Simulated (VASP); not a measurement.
# GaSb (Immm) in VASP: a series of runs, part 2 of 3

VASP 6.6.1.

**3. Single point, LDA (23.33 Å³/atom)**

This run uses another cell than the first one, of 23.33 Å³/atom.

File INCAR:

```
  PREC = Accurate
  ENCUT = 520
  EDIFF = 1E-6
  ISMEAR = 0
  SIGMA = 0.15
  LREAL = F
  LASPH = T
  NELM = 100
  ALGO = Normal
  ISIF = 2
  LWAVE = F
  LCHARG = T
  LELF = T
  LVHAR = T
  NBANDS = 16
```

File KPOINTS:

```
regular mesh
0
Gamma
  18 18 18
```

File POSCAR:

```
GaSb
1.0
   -1.6616021412      2.5042864648      2.8027257741
    1.6616021412     -2.5042864648      2.8027257741
    1.6616021412      2.5042864648     -2.8027257741
Ga Sb
1 1
Direct
    0.0000000000      0.0000000000      0.0000000000
    0.5000000000      0.5000000000      0.0000000000
```

Potentials or basis: VASP PAW LDA potentials, release 64 (Ga_d, Sb).

On the command line:

```console
$ cat potpaw_LDA.64/Ga_d/POTCAR potpaw_LDA.64/Sb/POTCAR > POTCAR
$ mpirun -np 1 vasp_std > vasp.out
```

OUTCAR:

```text
PREC = Accurate
   ENCUT = 520
   EDIFF = 1E-6
   ISMEAR = 0
   LREAL = F
   LASPH = T
   NELM = 100
   ISIF = 2

 ion  position               nearest neighbor table
   1  0.000  0.000  0.000-   2 2.80   2 2.80   2 3.01   2 3.01   2 3.01   2 3.01
   2  0.500  0.500  0.000-   1 2.80   1 2.80   1 3.01   1 3.01   1 3.01   1 3.01

  LATTYP: Found a body centered orthorhombic cell.
 ALAT       =     3.3232042824
 B/A-ratio  =     1.5071516837
 C/A-ratio  =     1.6867610510

  Lattice vectors:

 A1 = (  -1.6616021412,   2.5042864648,   2.8027257741)
 A2 = (   1.6616021412,  -2.5042864648,   2.8027257741)
 A3 = (   1.6616021412,   2.5042864648,  -2.8027257741)

Analysis of symmetry for initial positions (statically):
=====================================================================
 Subroutine PRICEL returns:
 Original cell was already a primitive cell.

 Routine SETGRP: Setting up the symmetry group for a
 body centered orthorhombic supercell.

 Subroutine GETGRP returns: Found  8 space group operations
 (whereof  8 operations were pure point group operations)
[... 163 lines left out ...]

 E-fermi :   6.7423     XC(G=0): -10.6104

 val. band max:        6.7376540970   @ k =  -0.1667   0.2222   0.1667
 cond. band min:       6.7478735442   @ k =   0.5000  -0.4444   0.2222
 fundamental gap:      0.0102194472
 Fermi energy:         6.7422532760

 k-point     1 :       0.0000    0.0000    0.0000
  band No.  band energies     occupation
      1      -8.2898      2.00000
      2      -8.2302      2.00000
      3      -8.2297      2.00000
      4      -8.2267      2.00000
      5      -8.1991      2.00000
      6      -5.4120      2.00000
[... 433 lines left out ...]
      3      -8.2319      2.00000
      4      -8.2194      2.00000
      5      -8.1978      2.00000
      6      -4.7460      2.00000
[... 8 lines left out ...]
     15      15.3730      0.00000
     16      16.5360      0.00000

 [... further k-points ...]

------------------------ aborting loop because EDIFF is reached ----------------------------------------

  FORCE on cell =-STRESS in cart. coord.  units (eV):
  Direction    XX          YY          ZZ          XY          YZ          ZX
  --------------------------------------------------------------------------------------
  -------------------------------------------------------------------------------------
  Total       -1.2171086     -0.9504973     -0.2450084      0.0000000      0.0000000      0.0000000
  in kB      -41.8011524    -32.6444837     -8.4147260      0.0000000      0.0000000      0.0000000
  external PRESSURE =     -27.6201207 kB  Pullay stress =       0.0000000 kB

 VOLUME and BASIS-vectors are now :
 -----------------------------------------------------------------------------
  energy-cutoff  :      520.00
  volume of cell :       46.65
      direct lattice vectors                 reciprocal lattice vectors
    -1.661602141  2.504286465  2.802725774     0.000000000  0.199657670  0.178397760
     1.661602141 -2.504286465  2.802725774     0.300914393  0.000000000  0.178397760
     1.661602141  2.504286465 -2.802725774     0.300914393  0.199657670  0.000000000

 POSITION                                       TOTAL-FORCE (eV/Angst)
 -----------------------------------------------------------------------------------
      0.00000      0.00000      0.00000        -0.000000      0.000000      0.000000
      0.00000      0.00000      2.80273         0.000000     -0.000000     -0.000000
 -----------------------------------------------------------------------------------
    total drift:                                0.000000      0.000000      0.000000

  FREE ENERGIE OF THE ION-ELECTRON SYSTEM (eV)
  ---------------------------------------------------
  free  energy   TOTEN  =        -8.3474273720 eV

  energy  without entropy=       -8.3385141919  energy(sigma->0) =       -8.34297078
```

OSZICAR:

```text
N       E                     dE             d eps       ncg     rms          rms(c)
DAV:   1     0.787180289713E+02    0.78718E+02   -0.86224E+03 28336   0.148E+03
DAV:   2    -0.251308983845E+01   -0.81231E+02   -0.78476E+02 32520   0.301E+02
DAV:   3    -0.828949446720E+01   -0.57764E+01   -0.57536E+01 33856   0.623E+01
DAV:   4    -0.838471676588E+01   -0.95222E-01   -0.95207E-01 34008   0.885E+00
DAV:   5    -0.838690204424E+01   -0.21853E-02   -0.21852E-02 36200   0.121E+00    0.256E+00
DAV:   6    -0.835661687275E+01    0.30285E-01   -0.43786E-02 36688   0.350E+00    0.142E+00
DAV:   7    -0.834791260648E+01    0.87043E-02   -0.11639E-02 42368   0.121E+00    0.252E-01
DAV:   8    -0.834743904635E+01    0.47356E-03   -0.14694E-03 36760   0.510E-01    0.302E-02
DAV:   9    -0.834742741841E+01    0.11628E-04   -0.71757E-05 33208   0.675E-02    0.158E-02
DAV:  10    -0.834742737204E+01    0.46369E-07   -0.54965E-06 36872   0.195E-02
   1 F= -.83474274E+01 E0= -.83429708E+01  d E =-.891318E-02
```

Wall time 4.5 min (1 thread of AMD EPYC 9R45 (Zen 5), shared host); peak memory 0.68 GiB.

What came out:

- Free energy: -8.3474 eV
- Pressure: -2.8 GPa
- Band gap on the k mesh: zero (bands 9 and 10 overlap by 5.71 eV)

Caveat: spin-orbit coupling is left out, which moves the levels of the heavy elements.

**4. Single point, LDA (24.51 Å³/atom)**

This run uses another cell than the first one, of 24.51 Å³/atom.

File INCAR:

```
SYSTEM = GaSb
PREC = Accurate
ENCUT = 520
EDIFF = 1E-6
ISMEAR = 0
SIGMA = 0.15
LREAL = .FALSE.
LASPH = .TRUE.
NELM = 100
ALGO = Normal
ISIF = 2
LWAVE = .FALSE.
LCHARG = .FALSE.
GGA = CA
NBANDS = 16
```

File KPOINTS:

```
regular mesh
0
G
  18 18 18
  0 0 0
```

File POSCAR:

```
GaSb
1.0
   -1.7195799960      2.5232583787      2.8239585975
    1.7195799960     -2.5232583787      2.8239585975
    1.7195799960      2.5232583787     -2.8239585975
Ga Sb
1 1
Direct
    0.0000000000      0.0000000000      0.0000000000
    0.5000000000      0.5000000000      0.0000000000
```

On the command line:

```console
$ cat potpaw_LDA.64/Ga_d/POTCAR potpaw_LDA.64/Sb/POTCAR > POTCAR
$ mpirun -np 1 vasp_std > vasp.out
```

Run time: 4.2 min. Hardware: 1 thread of AMD EPYC 9R45 (Zen 5), shared host; peak memory 0.71 GiB.

Results (log left out):

| Property | Result |
| --- | --- |
| Free energy | -8.2782 eV |
| Pressure | -4.9 GPa |
| Band gap on the k mesh | zero (bands 9 and 10 overlap by 5.25 eV) |

Stress tensor (GPa, compression positive):
```
-6.55  0.00  0.00
 0.00 -5.68  0.00
 0.00  0.00 -2.61
```

Levels at points of the mesh, in eV from the Fermi level:
```
           k point  band 7  band 8  band 9  band 10  band 11  band 12
(0.00, 0.00, 0.00)   -2.06   -1.40   -1.17     3.32     4.09     6.20
(0.50, 0.00, 0.00)   -7.78    0.46    2.09     2.72     3.03     3.43
(0.00, 0.50, 0.00)   -6.47   -1.28   -0.43     0.13     1.02     2.75
(0.50, 0.50, 0.00)   -4.88   -3.44   -2.21    -1.84     3.30     4.71
(0.50, 0.50, 0.50)   -5.37   -4.94   -4.28     0.88     4.98     8.75
```

Caveat: the cell stands under tension; spin-orbit coupling is left out, which moves the levels of the heavy elements.

**5. Single point, LDA (18.60 Å³/atom)**

This run uses another cell than the first one, of 18.60 Å³/atom.

File INCAR:

```
SYSTEM = GaSb
PREC = Accurate
ENCUT = 520
EDIFF = 1E-7
ISMEAR = 0
SIGMA = 0.15
LREAL = .FALSE.
LASPH = .TRUE.
NELM = 80
ALGO = Normal
ISIF = 2
LWAVE = .FALSE.
LCHARG = .TRUE.
GGA = CA
LELF = .TRUE.
LVHAR = .TRUE.
NBANDS = 16
```

File KPOINTS:

```
Automatic mesh
0
G
  18 18 18
  0 0 0
```

File POSCAR:

```
GaSb
1.0
   -1.4095880061      2.4280562860      2.7174111386
    1.4095880061     -2.4280562860      2.7174111386
    1.4095880061      2.4280562860     -2.7174111386
Ga Sb
1 1
Direct
    0.0000000000      0.0000000000      0.0000000000
    0.5000000000      0.5000000000      0.0000000000
```

Potentials or basis: VASP PAW LDA potentials, release 64 (Ga_d, Sb).

On the command line:

```console
$ cat potpaw_LDA.64/Ga_d/POTCAR potpaw_LDA.64/Sb/POTCAR > POTCAR
$ mpirun -np 1 vasp_std > vasp.out
```

OUTCAR:

```text
SYSTEM = GaSb
   PREC = Accurate
   ENCUT = 520
   EDIFF = 1E-7
   ISMEAR = 0
   LREAL = .FALSE.
   LASPH = .TRUE.
   NELM = 80
   ISIF = 2
   GGA = CA

 ion  position               nearest neighbor table
   1  0.000  0.000  0.000-   2 2.72   2 2.72   2 2.81   2 2.81   2 2.81   2 2.81
   2  0.500  0.500  0.000-   1 2.72   1 2.72   1 2.81   1 2.81   1 2.81   1 2.81

  LATTYP: Found a body centered orthorhombic cell.
 ALAT       =     2.8191760122
 B/A-ratio  =     1.7225290478
 C/A-ratio  =     1.9278052359

  Lattice vectors:

 A1 = (  -1.4095880061,   2.4280562860,   2.7174111386)
 A2 = (   1.4095880061,  -2.4280562860,   2.7174111386)
 A3 = (   1.4095880061,   2.4280562860,  -2.7174111386)

Analysis of symmetry for initial positions (statically):
=====================================================================
 Subroutine PRICEL returns:
 Original cell was already a primitive cell.

 Routine SETGRP: Setting up the symmetry group for a
 body centered orthorhombic supercell.

 Subroutine GETGRP returns: Found  8 space group operations
 (whereof  8 operations were pure point group operations)
 out of a pool of  8 trial point group operations.

The static configuration has the point symmetry D_2h.

Analysis of symmetry for dynamics (positions and initial velocities):
=====================================================================
 Subroutine PRICEL returns:
 Original cell was already a primitive cell.

 Routine SETGRP: Setting up the symmetry group for a
 body centered orthorhombic supercell.

 Subroutine GETGRP returns: Found  8 space group operations
 (whereof  8 operations were pure point group operations)
 out of a pool of  8 trial point group operations.

The dynamic configuration has the point symmetry D_2h.

 Subroutine INISYM returns: Found  8 space group operations
 (whereof  8 operations are pure point group operations),
 and found     1 'primitive' translations

----------------------------------------------------------------------------------------

                                     Primitive cell

[... 112 lines left out ...]
  Fermi-wavevector in a.u.,A,eV,Ry     =   1.285218  2.428710 22.473914  1.651786
  Thomas-Fermi vector in A             =   2.417366
   LORBIT       =      0    0 simple, 1 ext, 2 COOP (PROOUT), +10 PAW based schemes
   GGA     = CA    functional components
   LHFCALC =     F    Hartree Fock is set to
   AEXX    =    0.0000 exact exchange contribution
   IVDW    =     0    specifies the selected vdW correction
   LEPSILON=     F    determine dielectric tensor
   LRPA    =     F    only Hartree local field effects (RPA)
 non-spin polarized calculation
 Gauss-broadening in eV      SIGMA  =   0.15
  energy-cutoff  :      520.00
  volume of cell :       37.20
 maximum number of plane-waves:      1019
 NGX is ok and might be reduce to    30
   NGX = 15   NGY = 15   NGZ = 15

 number of electron      18.0000004 magnetization

 Free energy of the ion-electron system (eV)
  ---------------------------------------------------
  ext. energy  EPLUGINS =         0.00000000
  ---------------------------------------------------
  free energy    TOTEN  =        -7.97854294 eV

  energy without entropy =       -7.97189799  energy(sigma->0) =       -7.97522046

 E-fermi :   9.8122     XC(G=0): -11.6922

 val. band max:        9.8089414200   @ k =  -0.2222   0.3889  -0.0000
 cond. band min:       9.8130478150   @ k =   0.2778   0.5000  -0.0000
 fundamental gap:      0.0041063950
 Fermi energy:         9.8121777422

 k-point     1 :       0.0000    0.0000    0.0000
  band No.  band energies     occupation
      1      -5.7435      2.00000
      2      -5.5797      2.00000
      3      -5.5743      2.00000
      4      -5.4968      2.00000
      5      -5.4381      2.00000
      6      -4.4800      2.00000
[... 433 lines left out ...]
      3      -5.5673      2.00000
      4      -5.5055      2.00000
      5      -5.4406      2.00000
      6      -3.7347      2.00000
[... 8 lines left out ...]
     15      20.9746      0.00000
     16      21.7070      0.00000

 [... further k-points ...]

------------------------ aborting loop because EDIFF is reached ----------------------------------------

  FORCE on cell =-STRESS in cart. coord.  units (eV):
  Direction    XX          YY          ZZ          XY          YZ          ZX
  --------------------------------------------------------------------------------------
  -------------------------------------------------------------------------------------
  Total        5.8530636      4.5608770      2.5165144      0.0000000      0.0000000      0.0000000
  in kB      252.0736993    196.4231430    108.3786459      0.0000000      0.0000000      0.0000000
  external PRESSURE =     185.6251627 kB  Pullay stress =       0.0000000 kB

 VOLUME and BASIS-vectors are now :
 -----------------------------------------------------------------------------
  energy-cutoff  :      520.00
  volume of cell :       37.20
      direct lattice vectors                 reciprocal lattice vectors
    -1.409588006  2.428056286  2.717411139     0.000000000  0.205926033  0.183998657
     1.409588006 -2.428056286  2.717411139     0.354713574  0.000000000  0.183998657
     1.409588006  2.428056286 -2.717411139     0.354713574  0.205926033  0.000000000

 POSITION                                       TOTAL-FORCE (eV/Angst)
 -----------------------------------------------------------------------------------
      0.00000      0.00000      0.00000        -0.000000      0.000000     -0.000000
      0.00000      0.00000      2.71741         0.000000      0.000000      0.000000
 -----------------------------------------------------------------------------------
    total drift:                                0.000000      0.000000      0.000000

  FREE ENERGIE OF THE ION-ELECTRON SYSTEM (eV)
  ---------------------------------------------------
  free  energy   TOTEN  =        -7.9785429380 eV

  energy  without entropy=       -7.9718979894  energy(sigma->0) =       -7.97522046
```

OSZICAR:

```text
N       E                     dE             d eps       ncg     rms          rms(c)
DAV:   1     0.795381880856E+02    0.79538E+02   -0.86228E+03 28704   0.160E+03
DAV:   2    -0.242959813976E+01   -0.81968E+02   -0.78944E+02 32056   0.308E+02
DAV:   3    -0.795020048076E+01   -0.55206E+01   -0.54973E+01 34016   0.620E+01
DAV:   4    -0.803339744180E+01   -0.83197E-01   -0.83185E-01 33760   0.830E+00
DAV:   5    -0.803524152663E+01   -0.18441E-02   -0.18440E-02 35840   0.113E+00    0.375E+00
DAV:   6    -0.799416715026E+01    0.41074E-01   -0.45109E-02 36064   0.453E+00    0.216E+00
DAV:   7    -0.797917904583E+01    0.14988E-01   -0.10865E-02 40480   0.154E+00    0.318E-01
DAV:   8    -0.797855369505E+01    0.62535E-03   -0.16054E-03 36256   0.651E-01    0.326E-02
DAV:   9    -0.797854356356E+01    0.10131E-04   -0.71498E-05 33296   0.717E-02    0.153E-02
DAV:  10    -0.797854307485E+01    0.48871E-06   -0.65031E-06 36304   0.220E-02    0.333E-03
DAV:  11    -0.797854294277E+01    0.13208E-06   -0.94172E-07 35520   0.996E-03    0.205E-03
DAV:  12    -0.797854293796E+01    0.48162E-08   -0.40976E-08 21840   0.159E-03
   1 F= -.79785429E+01 E0= -.79752205E+01  d E =-.664495E-02
```

stdout:

```text
POSCAR found type information on POSCAR GaSb
 POSCAR found :  2 types and       2 ions
 scaLAPACK will be used
 LDA part: xc-table for (Slater(with rela. corr.)+CA(PZ))
 , standard interpolation
 POSCAR, INCAR and KPOINTS ok, starting setup
 FFT: planning ... GRIDC
 FFT: planning ... GRID_SOFT
 FFT: planning ... GRID
 WAVECAR not read
 entering main loop
```

Wall time 5.4 min (1 thread of Intel Xeon 6975P-C (Granite Rapids), shared host); peak memory 0.6 GiB.

Results:

```
Free energy            : -7.9785 eV
Pressure               : 18.6 GPa
Band gap on the k mesh : zero (bands 9 and 10 overlap by 6.90 eV)
```

Caveat: the stress differs along the axes, from 11 to 25 GPa; spin-orbit coupling is left out, which moves the levels of the heavy elements.

[end of part 2 of 3]
